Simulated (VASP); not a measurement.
# Sb3O2 in VASP: further runs

Runs on Sb3O2. Level: PBE. Tasks: single point.

Program: VASP 6.6.1. These are calculated values, not measurements. Logs are shortened: lines on timing, memory, paths and dates and some standing lists are left out, and cuts for length are marked.

### Step 1. The cell of the first run

The typed cell holds 10 atoms: a = 6.121 Å, b = 6.121 Å, c = 6.121 Å, α = 74.90°, β = 74.90°, γ = 74.90°.

### Step 2. Single point, PBE

File INCAR:

```
SYSTEM = Sb3O2
PREC = Accurate
ENCUT = 520
EDIFF = 1E-7
ISMEAR = 0
SIGMA = 0.1
LREAL = .False.
LASPH = .True.
NELM = 60
ALGO = Normal
ISIF = 2
LWAVE = .False.
LCHARG = .False.
GGA = PE
NBANDS = 38
```

File KPOINTS:

```
Automatic mesh
0
Gamma
  3 3 3
  0 0 0
```

File POSCAR:

```
Sb3O2
1.0
    3.7218660715      2.1488203783      4.3584251168
   -3.7218660715      2.1488203783      4.3584251168
    0.0000000000     -4.2976407566      4.3584251168
Sb O
6 4
Direct
    0.2500720428      0.2499279572      0.7500000000
    0.7500000000      0.2500720428      0.2499279572
    0.2499279572      0.7500000000      0.2500720428
    0.7499279572      0.7500720428      0.2500000000
    0.2500000000      0.7499279572      0.7500720428
    0.7500720428      0.2500000000      0.7499279572
    0.8764975259      0.8764975259      0.8764975259
    0.6235024741      0.6235024741      0.6235024741
    0.1235024741      0.1235024741      0.1235024741
    0.3764975259      0.3764975259      0.3764975259
```

Potentials or basis: VASP PAW PBE potentials, release 64 (Sb, O).

Launch:

```bash
$ cat potpaw_PBE.64/Sb/POTCAR potpaw_PBE.64/O/POTCAR > POTCAR
$ mpirun -np 1 vasp_std > vasp.out
```

OUTCAR:

```text
SYSTEM = Sb3O2
   PREC = Accurate
   ENCUT = 520
   EDIFF = 1E-7
   ISMEAR = 0
   LREAL = .False.
   LASPH = .True.
   NELM = 60
   ISIF = 2
   GGA = PE

 ion  position               nearest neighbor table
   1  0.250  0.250  0.750-   9 2.21  10 2.21   5 3.06   6 3.06   5 3.06   6 3.06   2 3.72   3 3.72
                             2 3.72   3 3.72
   2  0.750  0.250  0.250-   9 2.21  10 2.21   4 3.06   4 3.06   6 3.06   6 3.06   3 3.72   3 3.72
                             1 3.72   1 3.72
   3  0.250  0.750  0.250-  10 2.21   9 2.21   4 3.06   4 3.06   5 3.06   5 3.06   2 3.72   2 3.72
                             1 3.72   1 3.72
   4  0.750  0.750  0.250-   7 2.21   8 2.21   3 3.06   2 3.06   2 3.06   3 3.06   6 3.72   5 3.72
                             6 3.72   5 3.72
   5  0.250  0.750  0.750-   7 2.21   8 2.21   1 3.06   1 3.06   3 3.06   3 3.06   6 3.72   6 3.72
                             4 3.72   4 3.72
   6  0.750  0.250  0.750-   8 2.21   7 2.21   1 3.06   1 3.06   2 3.06   2 3.06   5 3.72   5 3.72
                             4 3.72   4 3.72
   7  0.876  0.876  0.876-   5 2.21   6 2.21   4 2.21
   8  0.624  0.624  0.624-   6 2.21   5 2.21   4 2.21
   9  0.124  0.124  0.124-   2 2.21   3 2.21   1 2.21
  10  0.376  0.376  0.376-   3 2.21   2 2.21   1 2.21

  LATTYP: Found a trigonal (rhomboedric) cell.
 ALAT       =     6.1209137856
 COS(alpha) =     0.2605327346

  Lattice vectors:

 A1 = (   3.7218660715,   2.1488203783,   4.3584251168)
 A2 = (  -3.7218660715,   2.1488203783,   4.3584251168)
 A3 = (   0.0000000000,  -4.2976407566,   4.3584251168)

Analysis of symmetry for initial positions (statically):
=====================================================================
 Subroutine PRICEL returns:
 Original cell was already a primitive cell.

 Routine SETGRP: Setting up the symmetry group for a
 trigonal (rhombohedral) supercell.

 Subroutine GETGRP returns: Found 12 space group operations
 (whereof  6 operations were pure point group operations)
 out of a pool of 12 trial point group operations.

The static configuration has the point symmetry S_6 .
 The point group associated with its full space group is D_3d.

Analysis of symmetry for dynamics (positions and initial velocities):
=====================================================================
 Subroutine PRICEL returns:
 Original cell was already a primitive cell.

 Routine SETGRP: Setting up the symmetry group for a
 trigonal (rhombohedral) supercell.
[... 111 lines left out ...]
   POTIM  = 0.5000    time-step for ionic-motion
   TEBEG  =    0.0;   TEEND  =   0.0 temperature during run
   PSTRESS=    0.0 pullay stress
   NELECT =      54.0000    total number of electrons
   NUPDOWN=      -1.0000    fix difference up-down
   EMIN   =  10.00;   EMAX   =-10.00  energy-range for DOS
   EFERMI =   0.00;   METHOD = LEGACY
   ISMEAR =     0;   SIGMA  =   0.10  broadening in eV -4-tet -1-fermi 0-gaus
   EFERMI_NEDOS =   21; number of points for ismear=-14 and -15
   IALGO  =     38    algorithm
   IMIX   =      4    mixing-type and parameters
     AMIX     =   0.40;   BMIX     =  1.00
     AMIX_MAG =   1.60;   BMIX_MAG =  1.00
  volume/ion in A,a.u.               =      20.91       141.14
  Fermi-wavevector in a.u.,A,eV,Ry     =   1.042459  1.969961 14.785725  1.086720
  Thomas-Fermi vector in A             =   2.177125
   LORBIT       =      0    0 simple, 1 ext, 2 COOP (PROOUT), +10 PAW based schemes
   GGA     = PE    functional components
   LHFCALC =     F    Hartree Fock is set to
   AEXX    =    0.0000 exact exchange contribution
   IVDW    =     0    specifies the selected vdW correction
   LEPSILON=     F    determine dielectric tensor
   LRPA    =     F    only Hartree local field effects (RPA)
 non-spin polarized calculation
 Gauss-broadening in eV      SIGMA  =   0.10
  energy-cutoff  :      520.00
  volume of cell :      209.14
 maximum number of plane-waves:      5638
 NGX is ok and might be reduce to    48

 number of electron      53.9999996 magnetization

 Free energy of the ion-electron system (eV)
  ---------------------------------------------------
  ext. energy  EPLUGINS =         0.00000000
  ---------------------------------------------------
  free energy    TOTEN  =       -50.67205502 eV

  energy without entropy =      -50.64672421  energy(sigma->0) =      -50.65938962

 E-fermi :   6.3239     XC(G=0):  -9.6991

 val. band max:        6.3075597757   @ k =   0.3333   0.0000  -0.0000
 cond. band min:       6.3653205759   @ k =   0.3333   0.0000  -0.0000
 fundamental gap:      0.0577608001
 Fermi energy:         6.3239169864

 k-point     1 :       0.0000    0.0000    0.0000
  band No.  band energies     occupation
      1     -12.2307      2.00000
      2     -11.9330      2.00000
      3     -11.8239      2.00000
      4     -11.7732      2.00000
      5      -4.0492      2.00000
      6      -4.0492      2.00000
[... 235 lines left out ...]
     37      11.0182      0.00000
     38      11.6676      0.00000

------------------------ aborting loop because EDIFF is reached ----------------------------------------

  FORCE on cell =-STRESS in cart. coord.  units (eV):
  Direction    XX          YY          ZZ          XY          YZ          ZX
  --------------------------------------------------------------------------------------
  -------------------------------------------------------------------------------------
  Total       -0.5704835     -0.5704835     -0.2717141      0.0000000      0.0000000      0.0000000
  in kB       -4.3703076     -4.3703076     -2.0815219      0.0000000      0.0000000      0.0000000
  external PRESSURE =      -3.6073790 kB  Pullay stress =       0.0000000 kB

 VOLUME and BASIS-vectors are now :
 -----------------------------------------------------------------------------
  energy-cutoff  :      520.00
  volume of cell :      209.14
      direct lattice vectors                 reciprocal lattice vectors
     3.721866072  2.148820378  4.358425117     0.134341212  0.077561935  0.076480225
    -3.721866072  2.148820378  4.358425117    -0.134341212  0.077561935  0.076480225
     0.000000000 -4.297640757  4.358425117     0.000000000 -0.155123870  0.076480225

 POSITION                                       TOTAL-FORCE (eV/Angst)
 -----------------------------------------------------------------------------------
      0.00054     -2.14882      5.44803        -0.000304      0.000000      0.000000
      1.86066      1.07487      5.44803         0.000152     -0.000263      0.000000
     -1.86120      1.07395      5.44803         0.000152      0.000263      0.000000
     -0.00054      2.14882      7.62724         0.000304      0.000000      0.000000
     -1.86066     -1.07487      7.62724        -0.000152      0.000263      0.000000
      1.86120     -1.07395      7.62724        -0.000152     -0.000263      0.000000
      0.00000      0.00000     11.46045        -0.000000      0.000000      0.041551
      0.00000      0.00000      8.15247        -0.000000      0.000000     -0.041551
      0.00000      0.00000      1.61483        -0.000000     -0.000000     -0.041551
      0.00000      0.00000      4.92281        -0.000000     -0.000000      0.041551
 -----------------------------------------------------------------------------------
    total drift:                                0.000000      0.000000     -0.000000

  FREE ENERGIE OF THE ION-ELECTRON SYSTEM (eV)
  ---------------------------------------------------
  free  energy   TOTEN  =       -50.6720550249 eV

  energy  without entropy=      -50.6467242101  energy(sigma->0) =      -50.65938962
```

stdout:

```text
POSCAR found type information on POSCAR SbO
 POSCAR found :  2 types and      10 ions
 scaLAPACK will be used
 LDA part: xc-table for (Slater+PW92), standard interpolation
 POSCAR, INCAR and KPOINTS ok, starting setup
 FFT: planning ... GRIDC
 FFT: planning ... GRID_SOFT
 FFT: planning ... GRID
 WAVECAR not read
 entering main loop
```

It took 2.3 min on 1 thread of Intel Xeon 8259CL, shared host; peak memory 0.32 GiB.

Results:

```yaml
Free_energy: -50.6721 eV
Pressure: -0.4 GPa
Largest_force: 0.042 eV/Å
Band_gap_on_the_k_mesh: zero (bands 27 and 28 overlap by 0.69 eV)
```

Forces on the atoms (eV/Å):
```
Sb   0.000  0.000  0.000
Sb   0.000  0.000  0.000
Sb   0.000  0.000  0.000
Sb   0.000  0.000  0.000
Sb   0.000  0.000  0.000
Sb   0.000  0.000  0.000
O    0.000  0.000  0.042
O    0.000  0.000 -0.042
O    0.000  0.000 -0.042
O    0.000  0.000  0.042
```

Caveat: the k points lie up to 0.36 Å⁻¹ apart, too coarse for converged energies and pressures of a metal; spin-orbit coupling is left out, which moves the levels of the heavy elements.

### Step 3. Single point, PBE

This run uses another cell than the first one: it holds 5 atoms, not 10.

File INCAR:

```
SYSTEM = Sb3O2
ALGO = Normal
EDIFF = 1E-6
ENCUT = 520
GGA = PE
ISIF = 2
ISMEAR = 0
LASPH = .TRUE.
LCHARG = .FALSE.
LREAL = .FALSE.
LWAVE = .FALSE.
NBANDS = 22
NELM = 100
PREC = Accurate
SIGMA = 0.1
```

File KPOINTS:

```
k-points
0
G
  12 12 12
  0 0 0
```

File POSCAR:

```
Sb3O2
1.0
    3.7193971939      2.1473949711      2.1987809274
   -3.7193971939      2.1473949711      2.1987809274
    0.0000000000     -4.2947899422      2.1987809274
Sb O
3 2
Direct
    0.0000000000      0.5000000000      0.0000000000
    0.0000000000      0.0000000000      0.5000000000
    0.5000000000      0.0000000000      0.0000000000
    0.7556201235      0.7556201235      0.7556201235
    0.2443798765      0.2443798765      0.2443798765
```

Potentials or basis: VASP PAW PBE potentials, release 64 (Sb, O).

Launch:

```bash
$ cat potpaw_PBE.64/Sb/POTCAR potpaw_PBE.64/O/POTCAR > POTCAR
$ mpirun -np 1 vasp_std > vasp.out
```

It took 8.1 min on 1 thread of Intel Xeon 8259CL, shared host; peak memory 0.47 GiB.

The run converged. Its results:

```yaml
Free_energy: -25.2908 eV
Pressure: -0.4 GPa
Largest_force: 0.031 eV/Å
Band_gap_on_the_k_mesh: zero (an odd number of electrons rules out a gap without spin polarisation)
```

Forces on the atoms (eV/Å):
```
Sb   0.000  0.000  0.000
Sb   0.000  0.000  0.000
Sb   0.000  0.000  0.000
O    0.000  0.000  0.031
O    0.000  0.000 -0.031
```

Stress tensor (GPa, compression positive):
```
-0.47  0.00  0.00
 0.00 -0.47  0.00
 0.00  0.00 -0.18
```

Levels at points of the mesh, in eV from the Fermi level:
```
           k point  band 10  band 11  band 12  band 13  band 14  band 15  band 16  band 17  band 18  band 19
(0.00, 0.00, 0.00)    -3.62    -2.53    -1.65    -1.44    -1.44     2.01     3.88     3.88     4.81     4.81
(0.50, 0.00, 0.00)    -3.01    -2.85    -2.83    -0.16     0.62     0.66     1.44     2.80     4.53     5.04
(0.50, 0.50, 0.00)    -2.52    -1.84    -1.30    -0.38    -0.35     0.95     2.32     2.56     3.54     5.28
(0.50, 0.50, 0.50)    -2.63    -2.59    -1.92    -1.92    -0.83     1.47     4.58     4.77     5.17     5.17
```

Caveat: spin-orbit coupling is left out, which moves the levels of the heavy elements; an odd number of electrons without spin polarisation forces a metal; a magnetic or distorted state may lie lower.
